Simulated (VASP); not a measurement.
Here is a VASP 6.6.1 calculation.

The input POSCAR:

```
PbSe
1.0
    3.7589231005      0.0000000000      0.0000000000
    0.0000000000      3.7589231005      0.0000000000
    0.0000000000      0.0000000000      3.7589231005
Pb Se
1 1
Direct
    0.0000000000      0.0000000000      0.0000000000
    0.5000000000      0.5000000000      0.5000000000
```

File INCAR.step1:

```
  PREC = Accurate
  ENCUT = 520
  EDIFF = 1E-5
  ISMEAR = -1
  SIGMA = 0.05
  LREAL = F
  LASPH = T
  NELM = 80
  ALGO = Normal
  ISIF = 2
  LWAVE = T
  LCHARG = F
  GGA = PE
  NBANDS = 17
```

INCAR.step2

```
  PREC = Accurate
  ENCUT = 520
  EDIFF = 1E-6
  ISMEAR = -1
  SIGMA = 0.05
  LREAL = F
  LASPH = T
  NELM = 80
  ALGO = Normal
  ISIF = 2
  LWAVE = F
  LCHARG = F
  GGA = PE
  LHFCALC = T
  HFSCREEN = 0.2079
  PRECFOCK = Normal
  ISTART = 1
  NBANDS = 17
```

File KPOINTS:

```
Automatic mesh
0
Gamma
  4 4 4
```

Potentials or basis: VASP PAW PBE potentials, release 64 (Pb_d, Se).

The run is started by

```sh
$ cat potpaw_PBE.64/Pb_d/POTCAR potpaw_PBE.64/Se/POTCAR > POTCAR
$ cp INCAR.step1 INCAR
$ mpirun -np 1 vasp_std > vasp.out
$ cp INCAR.step2 INCAR
$ mpirun -np 1 vasp_std > vasp.out
```

Task: Estimate the band gap on the k mesh.

Result: Zero (bands 10 and 11 overlap by 0.33 eV).

Task: What does it give for the pressure?

Result: -0.1 GPa.

Caveat: the k points lie up to 0.42 Å⁻¹ apart; the PAW data sets were made with another functional, which shifts forces and pressure a little; spin-orbit coupling is left out, which moves the levels of the heavy elements.
